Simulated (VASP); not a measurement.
# Mn (P6_3/mmc) in VASP: further runs, part 2 of 2

VASP 6.6.1.

### 5 Single point, r2SCAN

This run uses another cell than the first one: it holds 4 atoms, not 2.

File POSCAR:

```
Mn
1.0
    3.6671850086      0.0000000000      0.0000000000
   -1.8335925043      3.1758753778      0.0000000000
    0.0000000000      0.0000000000      4.2908661412
Mn
4
Direct
    0.0000000000      0.0000000000      0.2500000000
    0.0000000000      0.0000000000      0.7500000000
    0.3333333333      0.6666666667      0.7500000000
    0.6666666667      0.3333333333      0.2500000000
```

File INCAR.step1:

```
  ALGO = Normal
  EDIFF = 1E-4
  ENCUT = 520
  GGA = PE
  ISMEAR = 0
  LASPH = T
  LCHARG = F
  LREAL = F
  LWAVE = T
  NBANDS = 34
  NELM = 100
  PREC = Accurate
  SIGMA = 0.1
```

File INCAR.step2:

```
  ALGO = Normal
  EDIFF = 1E-6
  ENCUT = 520
  ISIF = 2
  ISMEAR = 0
  ISTART = 1
  LASPH = T
  LCHARG = F
  LMIXTAU = T
  LREAL = F
  LWAVE = F
  METAGGA = R2SCAN
  NBANDS = 34
  NELM = 100
  PREC = Accurate
  SIGMA = 0.1
```

File KPOINTS:

```
k-points
0
Gamma
  15 15 12
```

Command:

```console
> cat potpaw_PBE.64/Mn_pv/POTCAR > POTCAR
> cp INCAR.step1 INCAR
> mpirun -np 1 vasp_std > vasp.out
> cp INCAR.step2 INCAR
> mpirun -np 1 vasp_std > vasp.out
```

Wall time 15 min (1 thread of Intel Xeon Platinum 8488C (Sapphire Rapids), shared host); peak memory 0.33 GiB.

It converged, with:

```
Free energy            : -53.8566 eV
Pressure               : 1.2 GPa
Band gap on the k mesh : zero (band 26 reaches 9.23 eV, above the bottom of band 27 at 8.05 eV)
```

Stress tensor (GPa, compression positive):
```
1.40 0.00 0.00
0.00 1.40 0.00
0.00 0.00 0.66
```

Levels at points of the mesh, in eV from the Fermi level:
| k point | band 22 | band 23 | band 24 | band 25 | band 26 | band 27 | band 28 | band 29 | band 30 | band 31 |
| --- | --- | --- | --- | --- | --- | --- | --- | --- | --- | --- |
| (0.00, 0.00, 0.00) | -1.46 | -1.46 | -1.06 | -1.06 | -0.74 | -0.74 | -0.24 | -0.21 | 0.97 | 0.97 |
| (0.00, 0.00, 0.50) | -1.64 | -1.64 | -1.64 | -0.59 | -0.59 | -0.59 | -0.59 | 0.25 | 0.25 | 0.63 |

Caveat: the PAW data sets were made with another functional, which shifts forces and pressure a little; the run has no spin polarisation, though such a crystal can be magnetic. Spin polarisation is off, so any magnetic state and its effect on volume and gap are missing.

### 6 Single point, r2SCAN, collinear spin, ferromagnetic start

This run uses another cell than the first one: it holds 4 atoms, not 2.

File POSCAR:

```
Mn
1.0
    2.8183810192      0.0000000000      0.0000000000
   -1.4091905096      2.4407895602      0.0000000000
    0.0000000000      0.0000000000      9.0151969096
Mn
4
Direct
    0.0000000000      0.0000000000      0.0000000000
    0.0000000000      0.0000000000      0.5000000000
    0.3333333333      0.6666666667      0.7500000000
    0.6666666667      0.3333333333      0.2500000000
```

File INCAR.step1:

```
SYSTEM = Mn
  PREC = Accurate
  ENCUT = 520
  ISMEAR = 0
  SIGMA = 0.1
  LREAL = .FALSE.
  LASPH = .TRUE.
  NELM = 150
  ISPIN = 2
  MAGMOM = 3.95 3.95 3.93 3.93
  LMAXMIX = 4
  NBANDS = 38
  GGA = PE
  ALGO = Normal
  EDIFF = 1E-4
  LWAVE = .TRUE.
  LCHARG = .FALSE.
```

File INCAR.step2:

```
SYSTEM = Mn
  PREC = Accurate
  ENCUT = 520
  EDIFF = 1E-7
  ISMEAR = 0
  SIGMA = 0.1
  LREAL = .FALSE.
  LASPH = .TRUE.
  NELM = 150
  ALGO = Normal
  ISIF = 2
  LWAVE = .FALSE.
  LCHARG = .TRUE.
  ISPIN = 2
  MAGMOM = 3.95 3.95 3.93 3.93
  LORBIT = 11
  LMAXMIX = 4
  METAGGA = R2SCAN
  LMIXTAU = .TRUE.
  LELF = .TRUE.
  LVHAR = .TRUE.
  NBANDS = 38
  ISTART = 1
```

File KPOINTS:

```
regular mesh
0
G
  9 9 2
  0 0 0
```

Potentials or basis: VASP PAW PBE potentials, release 64 (Mn_pv).

Command:

```console
> cat potpaw_PBE.64/Mn_pv/POTCAR > POTCAR
> cp INCAR.step1 INCAR
> mpirun -np 1 vasp_std > vasp.out
> cp INCAR.step2 INCAR
> mpirun -np 1 vasp_std > vasp.out
```

OUTCAR:

```text
SYSTEM = Mn
   PREC = Accurate
   ENCUT = 520
   EDIFF = 1E-7
   ISMEAR = 0
   LREAL = .FALSE.
   LASPH = .TRUE.
   NELM = 150
   ISIF = 2
   ISPIN = 2
   LORBIT = 11
   METAGGA = R2SCAN
   ISTART = 1

 ion  position               nearest neighbor table
   1  0.000  0.000  0.000-   3 2.78   4 2.78   4 2.78   3 2.78   4 2.78   3 2.78
   2  0.000  0.000  0.500-   3 2.78   4 2.78   4 2.78   3 2.78   4 2.78   3 2.78
   3  0.333  0.667  0.750-   1 2.78   2 2.78   1 2.78   2 2.78   1 2.78   2 2.78
   4  0.667  0.333  0.250-   1 2.78   2 2.78   1 2.78   2 2.78   1 2.78   2 2.78

  LATTYP: Found a hexagonal cell.
 ALAT       =     2.8183810192
 C/A-ratio  =     3.1987147402

  Lattice vectors:

[... 2195 lines left out ...]
    -1.409190510  2.440789560  0.000000000     0.000000000  0.409703490  0.000000000
     0.000000000  0.000000000  9.015196910     0.000000000  0.000000000  0.110923811

 POSITION                                       TOTAL-FORCE (eV/Angst)
 -----------------------------------------------------------------------------------
      0.00000      0.00000      0.00000        -0.000000      0.000000      0.000000
      0.00000      0.00000      4.50760        -0.000000      0.000000      0.000000
     -0.00000      1.62719      6.76140        -0.000000      0.000000     -0.000000
      1.40919      0.81360      2.25380         0.000000     -0.000000     -0.000000
 -----------------------------------------------------------------------------------
    total drift:                                0.000000      0.000000      0.000000

  FREE ENERGIE OF THE ION-ELECTRON SYSTEM (eV)
  ---------------------------------------------------
  free  energy   TOTEN  =       -58.4382288954 eV

  energy  without entropy=      -58.4237843940  energy(sigma->0) =      -58.43100664

 total charge

# of ion       s       p       d       tot
------------------------------------------
    1        0.351   6.231   4.940  11.522
    2        0.351   6.231   4.940  11.522
    3        0.354   6.230   4.941  11.524
    4        0.354   6.230   4.941  11.524
--------------------------------------------------
tot          1.410  24.921  19.762  46.093

 magnetization (x)

# of ion       s       p       d       tot
------------------------------------------
    1       -0.011  -0.013   3.804   3.781
    2       -0.011  -0.013   3.804   3.781
    3       -0.014  -0.012   3.796   3.771
    4       -0.014  -0.012   3.796   3.771
--------------------------------------------------
tot         -0.049  -0.049  15.201  15.103
```

OUTCAR.step1:

```text
SYSTEM = Mn
   PREC = Accurate
   ENCUT = 520
   ISMEAR = 0
   LREAL = .FALSE.
   LASPH = .TRUE.
   NELM = 150
[... 2217 lines left out ...]
      0.00000      0.00000      4.50760        -0.000000      0.000000     -0.000000
     -0.00000      1.62719      6.76140        -0.000000      0.000000      0.000000
      1.40919      0.81360      2.25380         0.000000     -0.000000      0.000000
 -----------------------------------------------------------------------------------
    total drift:                                0.000000      0.000000      0.000000

  FREE ENERGIE OF THE ION-ELECTRON SYSTEM (eV)
  ---------------------------------------------------
  free  energy   TOTEN  =       -33.5681298240 eV

  energy  without entropy=      -33.5471710474  energy(sigma->0) =      -33.55765044
```

OSZICAR.step1:

```text
N       E                     dE             d eps       ncg     rms          rms(c)
DAV:   1     0.633671005758E+03    0.63367E+03   -0.30134E+04  3776   0.177E+03
DAV:   2     0.151214551963E+01   -0.63216E+03   -0.60797E+03  3660   0.519E+02
DAV:   3    -0.356059028064E+02   -0.37118E+02   -0.35403E+02  3916   0.141E+02
DAV:   4    -0.363262961596E+02   -0.72039E+00   -0.71810E+00  3852   0.200E+01
DAV:   5    -0.363402277728E+02   -0.13932E-01   -0.13931E-01  3870   0.285E+00    0.204E+01
DAV:   6    -0.330691640511E+02    0.32711E+01   -0.28275E+01  3762   0.429E+01    0.158E+01
DAV:   7    -0.339824816854E+02   -0.91332E+00   -0.42419E+00  3970   0.213E+01    0.105E+01
DAV:   8    -0.340233061773E+02   -0.40824E-01   -0.62951E+00  4078   0.209E+01    0.979E+00
DAV:   9    -0.335453575421E+02    0.47795E+00   -0.16085E+00  4050   0.112E+01    0.278E+00
DAV:  10    -0.335549485322E+02   -0.95910E-02   -0.22393E-01  3792   0.297E+00    0.139E+00
DAV:  11    -0.335590022029E+02   -0.40537E-02   -0.88984E-03  3810   0.895E-01    0.588E-01
DAV:  12    -0.335676474417E+02   -0.86452E-02   -0.11010E-02  3738   0.537E-01    0.176E-01
DAV:  13    -0.335680859041E+02   -0.43846E-03   -0.75202E-04  3304   0.152E-01    0.851E-02
DAV:  14    -0.335681298240E+02   -0.43920E-04   -0.32674E-05  1950   0.423E-02
   1 F= -.33568130E+02 E0= -.33557650E+02  d E =-.209588E-01  mag=    13.9860
```

Run time: 6.4 min. Hardware: 1 thread of Intel Xeon 6975P-C, shared host; peak memory 0.28 GiB.

What came out:

| Property | Result |
| --- | --- |
| Free energy | -58.4382 eV |
| Pressure | 0.2 GPa |
| Net moment | 15.35 μB per cell |
| Site moments | Mn +3.78, +3.77 μB |
| Valence electrons inside the program's atomic spheres | Mn 11.52 |

Caveat: the PAW data sets were made with another functional, which shifts forces and pressure a little.

### 7 Summary

| task | spin | cell | k mesh | cutoff (eV) | gap on the mesh (eV) | pressure (GPa) | moment (μB) |
| --- | --- | --- | --- | --- | --- | --- | --- |
| single point | collinear, ferromagnetic start | a = 2.455, b = 2.455, c = 3.992 Å, angles 90.0, 90.0, 120.0°, 2 atoms | 9 × 9 × 4 | 520 | none | 0.3 | 0.00 |
| relaxation of cell and atoms | collinear, ferromagnetic start | relaxed from a = 2.484, b = 2.484, c = 4.026 Å, angles 90.0, 90.0, 120.0°, 2 atoms | 9 × 9 × 4 | 600 | none | -0.3 | 0.00 |
| single point | collinear | a = 3.657, b = 3.657, c = 4.345 Å, angles 90.0, 90.0, 120.0°, 4 atoms | 9 × 9 × 2 | 520 | none | 1.2 | 0.00 |
| single point | off | a = 3.667, b = 3.667, c = 4.291 Å, angles 90.0, 90.0, 120.0°, 4 atoms | 15 × 15 × 12 | 520 | none | 1.2 | - |
| single point | collinear, ferromagnetic start | a = 2.818, b = 2.818, c = 9.015 Å, angles 90.0, 90.0, 120.0°, 4 atoms | 9 × 9 × 2 | 520 | none | 0.2 | 15.35 |

Alike in all rows: level r2SCAN; potentials or basis VASP PAW PBE potentials, release 64 (Mn_pv); smearing gaussian 0.1 eV.

Caveats: some runs use coarse meshes; the PAW data sets were made with another functional, which shifts forces and pressure a little.

Total energies depend on the potentials used, so only differences within one code and one set of settings carry meaning.
